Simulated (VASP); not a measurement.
BAs: single point with PBE

The system is BAs.

```
B As
1.0
     0.00000    2.40441    2.21206
     2.40441    0.00000    2.21206
     2.40441    2.40441    0.00000
B As
1 1
Cartesian
  0.0000 0.0000 0.0000
  3.6066 3.6066 3.3181
```

This cell differs from its parent crystal: strain +0.000 along x and y, -0.080 along z.

```json
{
  "Program": "VASP 6.6.1",
  "Task": "single point",
  "Functional": "PBE",
  "Potentials or basis": "VASP PAW PBE potentials, release 64 (B, As)",
  "Cutoff": "520 eV",
  "k mesh": "10 × 10 × 10",
  "Occupations": "gaussian, width 0.05 eV",
  "Spin": "no spin polarisation"
}
```

```
Pressure               : 13.8 GPa
Band gap on the k mesh : zero (band 4 reaches 7.36 eV, above the bottom of band 5 at 7.21 eV)
```

Stress tensor (GPa, compression positive):
```
 8.64  0.00  0.00
 0.00  8.64  0.00
 0.00  0.00 24.00
```

Levels at points of the mesh, in eV from the Fermi level:
```
           k point  band 1  band 2  band 3  band 4  band 5  band 6  band 7  band 8  band 9
(0.00, 0.00, 0.00)  -16.36   -0.62   -0.62    0.14    2.68    3.23    3.23    5.08    9.58
(0.50, 0.00, 0.00)  -13.23   -9.62   -2.78   -1.81    2.34    4.11    5.27    8.72   12.52
(0.50, 0.50, 0.00)  -11.33   -8.75   -5.24   -5.24    0.30    0.34   11.61   11.61   13.58
(0.50, 0.00, 0.50)  -12.06   -9.49   -4.47   -4.33    1.35    1.42   10.73   11.90   12.54
```

Run time: 15 s on 1 thread of AMD EPYC 9R45 96-Core Processor (Zen 5), on a shared host, peak memory 0.13 GiB.

Caveat: the cell differs from its parent crystal (strain +0.000 along x and y, -0.080 along z).
